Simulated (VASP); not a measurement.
# Al16P in VASP: a series of runs, part 2 of 2

VASP 6.6.1. Earlier steps stand in the parts before.

## 4. Single point, LDA

INCAR

```
PREC = Accurate
ENCUT = 520
EDIFF = 1E-6
ISMEAR = -1
SIGMA = 0.05
LREAL = Auto
LASPH = T
NELM = 100
ALGO = Normal
ISIF = 2
LWAVE = F
LCHARG = T
LELF = T
LVHAR = T
NBANDS = 40
```

KPOINTS

```
regular mesh
0
Gamma
  2 3 1
```

POSCAR

```
Al16P
1.0
    8.1000000000      0.0000000000      0.0000000000
    0.0000000000      5.7275650000      0.0000000000
    0.0000000000      0.0000000000     15.2956740000
Al P
16 1
Direct
    0.2500000000      0.2499999564      0.0653780278
    0.7500000000      0.2499999564      0.0653780278
    0.2500000000      0.7500000436      0.0653780278
    0.7500000000      0.7500000436      0.0653780278
   -0.0022841975      0.0083419394      0.1458303178
    0.5023125926      0.0083847150      0.1457580097
   -0.0047430864      0.5028950348      0.1443651976
    0.5047612346      0.5029791892      0.1443933102
    0.2500232099      0.2670342458      0.2413458210
    0.7500574074      0.2626175347      0.2390862933
    0.2501138272      0.7529457981      0.2445895487
    0.7501048148      0.7461589698      0.2332962248
    0.0055683951      0.0222932433      0.3208797468
    0.4943037037      0.0229682247      0.3207827259
   -0.0028520988      0.5041748108      0.3241560326
    0.5032548148      0.5046387077      0.3242399779
    0.7495540741      0.8726118342      0.3790709713
```

Potentials or basis: VASP PAW LDA potentials, release 64 (Al, P).

Launch:

```
> cat potpaw_LDA.64/Al/POTCAR potpaw_LDA.64/P/POTCAR > POTCAR
> mpirun -np 1 vasp_std > vasp.out
```

OUTCAR:

```text
PREC = Accurate
   ENCUT = 520
   EDIFF = 1E-6
   ISMEAR = -1
   LREAL = Auto
   LASPH = T
   NELM = 100
   ISIF = 2

 ion  position               nearest neighbor table
   1  0.250  0.250  0.065-   9 2.69   6 2.76   5 2.76   7 2.80   8 2.80   3 2.86   3 2.86
   2  0.750  0.250  0.065-  10 2.66   6 2.73   5 2.73   7 2.74   8 2.74   4 2.86   4 2.86
   3  0.250  0.750  0.065-  11 2.74   7 2.78   8 2.78   6 2.81   5 2.81   1 2.86   1 2.86
   4  0.750  0.750  0.065-  12 2.57   8 2.72   7 2.72   6 2.78   5 2.78   2 2.86   2 2.86
   5  0.998  0.008  0.146-  13 2.68   2 2.73   1 2.76   4 2.78   3 2.81   7 2.83  12 2.84  10 2.86
                             7 2.90   9 2.92  11 2.93
   6  0.502  0.008  0.146-  14 2.68   2 2.73   1 2.76   4 2.78   3 2.81   8 2.83  12 2.84  10 2.86
                             8 2.89   9 2.92  11 2.93
   7  0.995  0.503  0.144-   4 2.72   2 2.74  15 2.75   3 2.78  12 2.78   1 2.80  10 2.82   5 2.83
                             9 2.88   5 2.90  11 2.94
   8  0.505  0.503  0.144-   4 2.72   2 2.74  16 2.75   3 2.78  12 2.78   1 2.80  10 2.82   6 2.83
                             9 2.88   6 2.89  11 2.94
   9  0.250  0.267  0.241-   1 2.69  14 2.71  13 2.71  15 2.76  16 2.77  11 2.78   8 2.88   7 2.88
                             5 2.92   6 2.92  11 2.94
  10  0.750  0.263  0.239-   2 2.66  15 2.76  16 2.76  12 2.77  14 2.78  13 2.78   7 2.82   8 2.82
                             5 2.86   6 2.86  12 2.96  17 3.09
  11  0.250  0.753  0.245-   3 2.74  14 2.77  13 2.77  15 2.78  16 2.78   9 2.78   6 2.93   5 2.93
                             8 2.94   7 2.94   9 2.94
  12  0.750  0.746  0.233-  17 2.34   4 2.57  10 2.77   7 2.78   8 2.78  16 2.80  15 2.80   5 2.84
                             6 2.84  13 2.93  14 2.93  10 2.96
  13  0.006  0.022  0.321-  17 2.41   5 2.68   9 2.71  15 2.76  11 2.77  10 2.78  12 2.93  15 2.97

  14  0.494  0.023  0.321-  17 2.41   6 2.68   9 2.71  16 2.76  11 2.77  10 2.78  12 2.93  16 2.97

  15  0.997  0.504  0.324-   7 2.75  10 2.76  13 2.76   9 2.76  11 2.78  12 2.80  13 2.97  17 3.03

  16  0.503  0.505  0.324-   8 2.75  10 2.76  14 2.76   9 2.77  11 2.78  12 2.80  14 2.97  17 3.02

  17  0.750  0.873  0.379-  12 2.34  14 2.41  13 2.41  16 3.02  15 3.03  10 3.09

  LATTYP: Found a simple orthorhombic cell.
 ALAT       =     5.7275650000
 B/A-ratio  =     1.4142135445
 C/A-ratio  =     2.6705369559

  Lattice vectors:
[... 168 lines left out ...]
   IVDW    =     0    specifies the selected vdW correction
   LEPSILON=     F    determine dielectric tensor
   LRPA    =     F    only Hartree local field effects (RPA)
 non-spin polarized calculation
  energy-cutoff  :      520.00
  volume of cell :      709.62
 maximum number of plane-waves:     19139
   NGX = 31   NGY = 21   NGZ = 57

 number of electron      52.9999999 magnetization

 Free energy of the ion-electron system (eV)
  ---------------------------------------------------
  ext. energy  EPLUGINS =         0.00000000
  ---------------------------------------------------
  free energy    TOTEN  =       -67.22461902 eV

  energy without entropy =      -67.17392873  energy(sigma->0) =      -67.19927387

 E-fermi :   0.3459     XC(G=0):  -5.2903

 val. band max:        0.2831655437   @ k =   0.5000   0.3333   0.0000
 cond. band min:       0.4815518834   @ k =   0.0000   0.0000   0.0000
 fundamental gap:      0.1983863397
 Fermi energy:         0.3459472147

 k-point     1 :       0.0000    0.0000    0.0000
  band No.  band energies     occupation
      1     -10.9496      2.00000
      2      -9.4589      2.00000
      3      -7.8025      2.00000
      4      -7.7369      2.00000
      5      -6.8246      2.00000
      6      -5.6763      2.00000
[... 153 lines left out ...]
     37       2.9798      0.00000
     38       3.2909      0.00000
 [bands above 38 left out]

------------------------ aborting loop because EDIFF is reached ----------------------------------------

  FORCE on cell =-STRESS in cart. coord.  units (eV):
  Direction    XX          YY          ZZ          XY          YZ          ZX
  --------------------------------------------------------------------------------------
  -------------------------------------------------------------------------------------
  Total        0.1733011    -12.5157379      0.8274652     -0.0262432     -1.0154748     -0.0001330
  in kB        0.3912805    -28.2581273      1.8682571     -0.0592521     -2.2927465     -0.0003003
  external PRESSURE =      -8.6661965 kB  Pullay stress =       0.0000000 kB

 VOLUME and BASIS-vectors are now :
 -----------------------------------------------------------------------------
  energy-cutoff  :      520.00
  volume of cell :      709.62
      direct lattice vectors                 reciprocal lattice vectors
     8.100000000  0.000000000  0.000000000     0.123456790  0.000000000  0.000000000
     0.000000000  5.727565000  0.000000000     0.000000000  0.174594265  0.000000000
     0.000000000  0.000000000 15.295674000     0.000000000  0.000000000  0.065377962

 POSITION                                       TOTAL-FORCE (eV/Angst)
 -----------------------------------------------------------------------------------
      2.02500      1.43189      1.00000         0.000812     -0.307186      0.004857
      6.07500      1.43189      1.00000        -0.000345      0.246259     -0.050324
      2.02500      4.29567      1.00000         0.000831      0.261481      0.206323
      6.07500      4.29567      1.00000        -0.001348     -0.126984     -0.369111
      8.08150      0.04778      2.23057         0.017325      0.030156      0.016493
      4.06873      0.04802      2.22947        -0.017149      0.030370      0.016925
[... 9 lines left out ...]
      4.07636      2.89035      4.95947         0.074352      0.021086      0.013609
      6.07139      4.99794      5.79815         0.001635     -0.435080      0.085492
 -----------------------------------------------------------------------------------
    total drift:                                0.001256      0.009714      0.003645

  FREE ENERGIE OF THE ION-ELECTRON SYSTEM (eV)
  ---------------------------------------------------
  free  energy   TOTEN  =       -67.2246190244 eV

  energy  without entropy=      -67.1739287253  energy(sigma->0) =      -67.19927387
```

Wall time 2.6 min (1 thread of Intel Xeon 6975P-C (Granite Rapids), shared host); peak memory 0.52 GiB.

Results:

| Property | Result |
| --- | --- |
| Free energy | -67.2246 eV |
| Largest force | 0.443 eV/Å |

Forces in eV/Å, atoms in the order of the input:
```
Al   0.001 -0.307  0.005
Al   0.000  0.246 -0.050
Al   0.001  0.261  0.206
Al  -0.001 -0.127 -0.369
Al   0.017  0.030  0.016
Al  -0.017  0.030  0.017
Al   0.019  0.012 -0.001
Al  -0.018  0.012 -0.001
Al   0.000  0.023  0.027
Al   0.000 -0.007 -0.017
Al   0.000  0.047  0.056
Al   0.000  0.028 -0.073
Al  -0.084  0.071  0.036
Al   0.082  0.073  0.035
Al  -0.074  0.020  0.014
Al   0.074  0.021  0.014
P    0.002 -0.435  0.085
```

Levels at points of the mesh, in eV from the Fermi level:
```tsv
k point	band 25	band 26	band 27	band 28	band 29	band 30
(0.00, 0.00, 0.00)	-0.56	-0.43	-0.26	0.14	0.89	0.91
(0.50, 0.00, 0.00)	-0.61	-0.50	-0.08	0.39	0.42	0.64
```

Caveat: the k points lie up to 0.39 Å⁻¹ apart.

## 5. Single point, LDA

INCAR

```
SYSTEM = Al16P
ALGO = Normal
EDIFF = 1E-6
ENCUT = 520
GGA = CA
ISIF = 2
ISMEAR = -1
LASPH = .TRUE.
LCHARG = .FALSE.
LREAL = Auto
LWAVE = .FALSE.
NBANDS = 40
NELM = 80
PREC = Accurate
SIGMA = 0.05
```

KPOINTS

```
k-points
0
G
  2 3 1
  0 0 0
```

POSCAR

```
Al16P
1.0
    8.1000000000      0.0000000000      0.0000000000
    0.0000000000      5.7275650000      0.0000000000
    0.0000000000      0.0000000000     15.2956740000
Al P
16 1
Direct
    0.2500000000      0.2499999564      0.0653780278
    0.7500000000      0.2499999564      0.0653780278
    0.2500000000      0.7500000436      0.0653780278
    0.7500000000      0.7500000436      0.0653780278
   -0.0023276543     -0.0083504945      0.1457943599
    0.5023546914     -0.0083911750      0.1457240786
   -0.0048125926      0.4970377464      0.1443269515
    0.5048309877      0.4969570839      0.1443549333
    0.2501120988      0.2469375729      0.2445197904
    0.7501048148      0.2540114342      0.2334035100
    0.2500228395      0.7327321471      0.2413001219
    0.7500558025      0.7373257222      0.2392521572
    0.0058860494     -0.0223229243      0.3208280982
    0.4939929630     -0.0229759069      0.3207340193
   -0.0025872840      0.4955767416      0.3241258280
    0.5029745679      0.4951289073      0.3242063736
    0.7495760494      1.1252645758      0.3789530948
```

Launch:

```
> cat potpaw_LDA.64/Al/POTCAR potpaw_LDA.64/P/POTCAR > POTCAR
> mpirun -np 1 vasp_std > vasp.out
```

Run time: 2.9 min. Hardware: 1 thread of Intel Xeon 6975P-C (Granite Rapids), shared host; peak memory 0.52 GiB.

It converged, with:

| Item | Value |
| --- | --- |
| Free energy | -67.2182 eV |
| Largest force | 0.441 eV/Å |

Forces on the atoms (eV/Å):
```
Al   0.001 -0.265  0.203
Al  -0.001  0.127 -0.364
Al   0.001  0.311  0.003
Al   0.000 -0.248 -0.042
Al   0.017 -0.031  0.016
Al  -0.016 -0.031  0.017
Al   0.018 -0.012 -0.002
Al  -0.018 -0.012 -0.001
Al   0.000 -0.046  0.054
Al   0.000 -0.026 -0.071
Al   0.000 -0.024  0.026
Al   0.000  0.010 -0.017
Al  -0.081 -0.072  0.034
Al   0.078 -0.075  0.033
Al  -0.072 -0.019  0.014
Al   0.072 -0.020  0.014
P    0.002  0.433  0.084
```

Levels at points of the mesh, in eV from the Fermi level:
| k point | band 24 | band 25 | band 26 | band 27 | band 28 | band 29 | band 30 | band 31 |
| --- | --- | --- | --- | --- | --- | --- | --- | --- |
| (0.00, 0.00, 0.00) | -0.97 | -0.55 | -0.43 | -0.26 | 0.13 | 0.89 | 0.91 | 1.28 |
| (0.50, 0.00, 0.00) | -0.94 | -0.60 | -0.50 | -0.08 | 0.39 | 0.42 | 0.64 | 1.09 |

Caveat: the k points lie up to 0.39 Å⁻¹ apart.
